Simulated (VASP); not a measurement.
Input of a VASP 6.6.1 run:

File INCAR:

```
ALGO = Normal
EDIFF = 1E-6
ENCUT = 520
GGA = CA
ISIF = 2
ISMEAR = 0
LASPH = True
LCHARG = False
LREAL = False
LWAVE = False
NBANDS = 11
NELM = 100
PREC = Accurate
SIGMA = 0.01
```

File KPOINTS:

```
k-points
0
Gamma
  10 10 10
```

The input POSCAR:

```
SiC
1.0
    2.1227575608      2.1227575608      0.0000000000
   -2.1227575608      2.1227575608      0.0000000000
    0.0000000000      2.1227575608      2.1227575608
Si C
1 1
Direct
    0.0000000000      0.0000000000      0.0000000000
    0.7500000000      0.2500000000      0.5000000000
```

Potentials or basis: VASP PAW LDA potentials, release 64 (Si, C).

The run is started by

```sh
$ cat potpaw_LDA.64/Si/POTCAR potpaw_LDA.64/C/POTCAR > POTCAR
$ mpirun -np 1 vasp_std > vasp.out
```

(1) Predict the band gap on the k mesh.

(2) Predict the pressure.

## Answers

(1) 1.23 eV, indirect (least direct gap 4.58 eV).

(2) 15.5 GPa.
